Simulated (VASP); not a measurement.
# LiCl (P6_3/mmc) in VASP: notebook

Runs on LiCl. Level: PBE. Tasks: single point.

All numbers are computed with VASP 6.6.1; they aren't measurements. Logs are shortened: lines on timing, memory, paths and dates and some standing lists are left out, and cuts for length are marked.

## 1. The cell of the first run

The structure is hexagonal, space group P6_3/mmc (No. 194). The conventional cell has a = 3.585 Å, b = 3.585 Å, c = 11.899 Å, α = 90.00°, β = 90.00°, γ = 120.00°. Within 3.3 Å of Li (site symmetry 3m) lie 6 Cl at 2.54 to 2.56 Å and 1 Li at 3.02 Å. Cl (site symmetry -6m2) has 6 Li at 2.56 Å within 3.4 Å. Within 3.3 Å of Cl (site symmetry -3m) lie 6 Li at 2.54 Å.

## 2. Single point, PBE (volume scaled by 0.97, then relaxed in part)

INCAR

```
SYSTEM = LiCl
ALGO = Normal
EDIFF = 1E-6
ENCUT = 520
GGA = PE
ISIF = 2
ISMEAR = 0
LASPH = .True.
LCHARG = .True.
LELF = .True.
LREAL = .False.
LVHAR = .True.
LWAVE = .False.
NBANDS = 30
NELM = 80
PREC = Accurate
SIGMA = 0.02
```

KPOINTS

```
k-points
0
Gamma
  6 6 2
  0 0 0
```

POSCAR

```
LiCl
1.0
    3.5846879696      0.0000000000      0.0000000000
   -1.7923439848      3.1044308463      0.0000000000
    0.0000000000      0.0000000000     11.8992515062
Li Cl
4 4
Direct
    0.3333333333      0.6666666667      0.8767234304
    0.6666666667      0.3333333333      0.1232765696
    0.6666666667      0.3333333333      0.3767234304
    0.3333333333      0.6666666667      0.6232765696
    0.6666666667      0.3333333333      0.7500000000
    0.0000000000      0.0000000000      0.0000000000
    0.3333333333      0.6666666667      0.2500000000
    0.0000000000      0.0000000000      0.5000000000
```

Potentials or basis: VASP PAW PBE potentials, release 64 (Li_sv, Cl).

Run with:

```console
$ cat potpaw_PBE.64/Li_sv/POTCAR potpaw_PBE.64/Cl/POTCAR > POTCAR
$ mpirun -np 1 vasp_std > vasp.out
```

OUTCAR:

```text
SYSTEM = LiCl
   EDIFF = 1E-6
   ENCUT = 520
   GGA = PE
   ISIF = 2
   ISMEAR = 0
   LASPH = .True.
   LREAL = .False.
   NELM = 80
   PREC = Accurate

 ion  position               nearest neighbor table
   1  0.333  0.667  0.877-   6 2.54   6 2.54   6 2.54   5 2.56   5 2.56   5 2.56
   2  0.667  0.333  0.123-   6 2.54   6 2.54   6 2.54   7 2.56   7 2.56   7 2.56
   3  0.667  0.333  0.377-   8 2.54   8 2.54   8 2.54   7 2.56   7 2.56   7 2.56
   4  0.333  0.667  0.623-   8 2.54   8 2.54   8 2.54   5 2.56   5 2.56   5 2.56
   5  0.667  0.333  0.750-   1 2.56   4 2.56   1 2.56   4 2.56   1 2.56   4 2.56
   6  0.000  0.000  0.000-   1 2.54   2 2.54   1 2.54   2 2.54   2 2.54   1 2.54
   7  0.333  0.667  0.250-   2 2.56   3 2.56   2 2.56   3 2.56   2 2.56   3 2.56
   8  0.000  0.000  0.500-   3 2.54   4 2.54   4 2.54   3 2.54   3 2.54   4 2.54

  LATTYP: Found a hexagonal cell.
 ALAT       =     3.5846879696
 C/A-ratio  =     3.3194664660

  Lattice vectors:

 A1 = (   3.5846879696,   0.0000000000,   0.0000000000)
 A2 = (  -1.7923439848,   3.1044308463,   0.0000000000)
 A3 = (   0.0000000000,   0.0000000000,  11.8992515062)

Analysis of symmetry for initial positions (statically):
=====================================================================
 Subroutine PRICEL returns:
 Original cell was already a primitive cell.

 Routine SETGRP: Setting up the symmetry group for a
 hexagonal supercell.

 Subroutine GETGRP returns: Found 24 space group operations
 (whereof 12 operations were pure point group operations)
 out of a pool of 24 trial point group operations.

The static configuration has the point symmetry D_3d.
 The point group associated with its full space group is D_6h.

Analysis of symmetry for dynamics (positions and initial velocities):
=====================================================================
 Subroutine PRICEL returns:
 Original cell was already a primitive cell.

 Routine SETGRP: Setting up the symmetry group for a
 hexagonal supercell.

 Subroutine GETGRP returns: Found 24 space group operations
 (whereof 12 operations were pure point group operations)
 out of a pool of 24 trial point group operations.

The dynamic configuration has the point symmetry D_3d.
 The point group associated with its full space group is D_6h.

 Subroutine INISYM returns: Found 24 space group operations
 (whereof 12 operations are pure point group operations),
 and found     1 'primitive' translations

----------------------------------------------------------------------------------------

                                     Primitive cell

  volume of cell :     132.4198

  direct lattice vectors                    reciprocal lattice vectors
     3.584687970  0.000000000  0.000000000     0.278964308  0.161060119  0.000000000
    -1.792343985  3.104430846  0.000000000     0.000000000  0.322120237  0.000000000
     0.000000000  0.000000000 11.899251506     0.000000000  0.000000000  0.084038899

  length of vectors
     3.584687970  3.584687970 11.899251506     0.322120237  0.322120237  0.084038899

  position of ions in fractional coordinates (direct lattice)
     0.333333333  0.666666667  0.876723430
     0.666666667  0.333333333  0.123276570
     0.666666667  0.333333333  0.376723430
     0.333333333  0.666666667  0.623276570
     0.666666667  0.333333333  0.750000000
     0.000000000  0.000000000  0.000000000
     0.333333333  0.666666667  0.250000000
     0.000000000  0.000000000  0.500000000

  ion indices of the primitive-cell ions
   primitive index   ion index
                 1           1
                 2           2
                 3           3
                 4           4
                 5           5
                 6           6
                 7           7
                 8           8

----------------------------------------------------------------------------------------

 KPOINTS: k-points

Automatic generation of k-mesh.
 Grid dimensions read from file:
 generate k-points for:    6    6    2

 Generating k-lattice:

  Cartesian coordinates                     Fractional coordinates (reciprocal lattice)
     0.046494051  0.026843353  0.000000000     0.166666667  0.000000000  0.000000000
     0.000000000  0.053686706  0.000000000     0.000000000  0.166666667  0.000000000
     0.000000000  0.000000000  0.042019450     0.000000000  0.000000000  0.500000000

  Length of vectors
     0.053686706  0.053686706  0.042019450

  Shift w.r.t. Gamma in fractional coordinates (k-lattice)
     0.000000000  0.000000000  0.000000000

 Subroutine IBZKPT returns following result:
 ===========================================

 Found     14 irreducible k-points:

 Following reciprocal coordinates:
            Coordinates               Weight
  0.000000  0.000000  0.000000      1.000000
  0.166667  0.000000  0.000000      6.000000
  0.333333  0.000000  0.000000      6.000000
  0.500000  0.000000  0.000000      3.000000
  0.166667  0.166667  0.000000      6.000000
  0.333333  0.166667  0.000000     12.000000
  0.333333  0.333333  0.000000      2.000000
  0.000000  0.000000  0.500000      1.000000
  0.166667  0.000000  0.500000      6.000000
  0.333333  0.000000  0.500000      6.000000
  0.500000  0.000000  0.500000      3.000000
  0.166667  0.166667  0.500000      6.000000
  0.333333  0.166667  0.500000     12.000000
  0.333333  0.333333  0.500000      2.000000
   k-points           NKPTS =     14   k-points in BZ     NKDIM =     14   number of bands    NBANDS=     30
   number of dos      NEDOS =    301   number of ions     NIONS =      8
   total plane-waves  NPLWV =  70560
   dimension x,y,z NGX =    28 NGY =   28 NGZ =   90
   dimension x,y,z NGXF=    56 NGYF=   56 NGZF=  180
   ions per type =               4   4
   NGX,Y,Z   is equivalent  to a cutoff of  12.99, 12.99, 12.57 a.u.
   NGXF,Y,Z  is equivalent  to a cutoff of  25.97, 25.97, 25.15 a.u.
 SYSTEM =  LiCl
   PREC   = accura    normal or accurate (medium, high low for compatibility)
   ISTART =      0    job   : 0-new  1-cont  2-samecut
   ICHARG =      2    charge: 1-file 2-atom 10-const
   ISPIN  =      1    spin polarized calculation?
   LNONCOLLINEAR =      F non collinear calculations
   LSORBIT =      F    spin-orbit coupling
   LASPH  =      T    aspherical Exc in radial PAW
   ENCUT  =  520.0 eV  38.22 Ry    6.18 a.u.   6.67  6.67 22.12*2*pi/ulx,y,z
   NELM   =     80;   NELMIN=  2; NELMDL= -5     # of ELM steps
   EDIFF  = 0.1E-05   stopping-criterion for ELM
   LREAL  =      F    real-space projection
   EDIFFG = 0.1E-04   stopping-criterion for IOM
   NSW    =      0    number of steps for IOM
   IBRION =     -1    ionic relax: 0-MD 1-quasi-New 2-CG
   NFREE  =      0    steps in history (QN), initial steepest desc. (CG)
   ISIF   =      2    stress and relaxation
   ISYM   =      2    0-nonsym 1-usesym 2-fastsym
   POTIM  = 0.5000    time-step for ionic-motion
   TEBEG  =    0.0;   TEEND  =   0.0 temperature during run
   PSTRESS=    0.0 pullay stress
   NELECT =      40.0000    total number of electrons
   NUPDOWN=      -1.0000    fix difference up-down
   EMIN   =  10.00;   EMAX   =-10.00  energy-range for DOS
   EFERMI =   0.00;   METHOD = LEGACY
   ISMEAR =     0;   SIGMA  =   0.02  broadening in eV -4-tet -1-fermi 0-gaus
   EFERMI_NEDOS =   21; number of points for ismear=-14 and -15
   IALGO  =     38    algorithm
   IMIX   =      4    mixing-type and parameters
     AMIX     =   0.40;   BMIX     =  1.00
     AMIX_MAG =   1.60;   BMIX_MAG =  1.00
  volume/ion in A,a.u.               =      16.55       111.70
  Fermi-wavevector in a.u.,A,eV,Ry     =   1.098442  2.075755 16.416450  1.206575
  Thomas-Fermi vector in A             =   2.234820
   LORBIT       =      0    0 simple, 1 ext, 2 COOP (PROOUT), +10 PAW based schemes
   GGA     = PE    functional components
   LHFCALC =     F    Hartree Fock is set to
   AEXX    =    0.0000 exact exchange contribution
   IVDW    =     0    specifies the selected vdW correction
   LEPSILON=     F    determine dielectric tensor
   LRPA    =     F    only Hartree local field effects (RPA)
 non-spin polarized calculation
 Gauss-broadening in eV      SIGMA  =   0.02
  energy-cutoff  :      520.00
  volume of cell :      132.42
 maximum number of plane-waves:      3620
 NGX is ok and might be reduce to    28
   NGX = 13   NGY = 13   NGZ = 45

 number of electron      40.0000004 magnetization

 Free energy of the ion-electron system (eV)
  ---------------------------------------------------
  ext. energy  EPLUGINS =         0.00000000
  ---------------------------------------------------
  free energy    TOTEN  =       -29.47133755 eV

  energy without entropy =      -29.47133755  energy(sigma->0) =      -29.47133755

 E-fermi :   0.9103     XC(G=0):  -8.8116

 val. band max:        0.7681133079   @ k =   0.0000   0.0000   0.0000
 cond. band min:       7.1717722736   @ k =   0.0000   0.0000   0.0000
 fundamental gap:      6.4036589656
 Fermi energy:         0.9102814673

 k-point     1 :       0.0000    0.0000    0.0000
  band No.  band energies     occupation
      1     -42.7825      2.00000
      2     -42.7809      2.00000
      3     -42.7787      2.00000
      4     -42.7770      2.00000
      5     -12.7547      2.00000
      6     -12.5499      2.00000
[... 22 lines left out ...]
     29      11.6970      0.00000
     30      11.7256      0.00000

 k-point     2 :       0.1667    0.0000    0.0000
  band No.  band energies     occupation
      1     -42.7819      2.00000
      2     -42.7805      2.00000
      3     -42.7781      2.00000
      4     -42.7767      2.00000
      5     -12.6305      2.00000
      6     -12.4435      2.00000
[... 22 lines left out ...]
     29      11.1012      0.00000
     30      11.1691      0.00000

 k-point     3 :       0.3333    0.0000    0.0000
  band No.  band energies     occupation
      1     -42.7805      2.00000
      2     -42.7797      2.00000
      3     -42.7768      2.00000
      4     -42.7759      2.00000
      5     -12.3429      2.00000
      6     -12.2148      2.00000
[... 352 lines left out ...]
     29      10.9487      0.00000
     30      10.9487      0.00000

 k-point    14 :       0.3333    0.3333    0.5000
  band No.  band energies     occupation
      1     -42.7793      2.00000
      2     -42.7793      2.00000
      3     -42.7757      2.00000
      4     -42.7757      2.00000
      5     -12.0311      2.00000
      6     -12.0311      2.00000
[... 22 lines left out ...]
     29      11.4114      0.00000
     30      11.4147      0.00000

------------------------ aborting loop because EDIFF is reached ----------------------------------------

  FORCE on cell =-STRESS in cart. coord.  units (eV):
  Direction    XX          YY          ZZ          XY          YZ          ZX
  --------------------------------------------------------------------------------------
  -------------------------------------------------------------------------------------
  Total        0.7748818      0.7748818      0.7576620      0.0000000      0.0000000      0.0000000
  in kB        9.3754701      9.3754701      9.1671243      0.0000000      0.0000000      0.0000000
  external PRESSURE =       9.3060215 kB  Pullay stress =       0.0000000 kB

 VOLUME and BASIS-vectors are now :
 -----------------------------------------------------------------------------
  energy-cutoff  :      520.00
  volume of cell :      132.42
      direct lattice vectors                 reciprocal lattice vectors
     3.584687970  0.000000000  0.000000000     0.278964308  0.161060119  0.000000000
    -1.792343985  3.104430846  0.000000000     0.000000000  0.322120237  0.000000000
     0.000000000  0.000000000 11.899251506     0.000000000  0.000000000  0.084038899

 POSITION                                       TOTAL-FORCE (eV/Angst)
 -----------------------------------------------------------------------------------
     -0.00000      2.06962     10.43235         0.000000      0.000000     -0.002827
      1.79234      1.03481      1.46690         0.000000     -0.000000      0.002827
      1.79234      1.03481      4.48273        -0.000000     -0.000000     -0.002827
     -0.00000      2.06962      7.41652        -0.000000      0.000000      0.002827
      1.79234      1.03481      8.92444        -0.000000     -0.000000      0.000000
      0.00000      0.00000      0.00000        -0.000000     -0.000000      0.000000
     -0.00000      2.06962      2.97481         0.000000      0.000000     -0.000000
      0.00000      0.00000      5.94963        -0.000000     -0.000000      0.000000
 -----------------------------------------------------------------------------------
    total drift:                               -0.000000      0.000000     -0.000000

  FREE ENERGIE OF THE ION-ELECTRON SYSTEM (eV)
  ---------------------------------------------------
  free  energy   TOTEN  =       -29.4713375539 eV

  energy  without entropy=      -29.4713375539  energy(sigma->0) =      -29.47133755
```

It took 26 s on 1 thread of Intel Xeon 6975P-C (Granite Rapids), shared host; peak memory 0.25 GiB.

What came out:

```yaml
Free_energy: -29.4713 eV
Band_gap_on_the_k_mesh: 6.40 eV, direct
```

Forces on the atoms (eV/Å):
```
Li   0.000  0.000 -0.003
Li   0.000  0.000  0.003
Li   0.000  0.000 -0.003
Li   0.000  0.000  0.003
Cl   0.000  0.000  0.000
Cl   0.000  0.000  0.000
Cl   0.000  0.000  0.000
Cl   0.000  0.000  0.000
```

Caveat: the cutoff is under 1.25 times the usual one of these potentials, so pressure, stress and relaxed cells hold a basis-set (Pulay) error. A k mesh can miss the band edges.

(Part 1 of 2 ends here.)
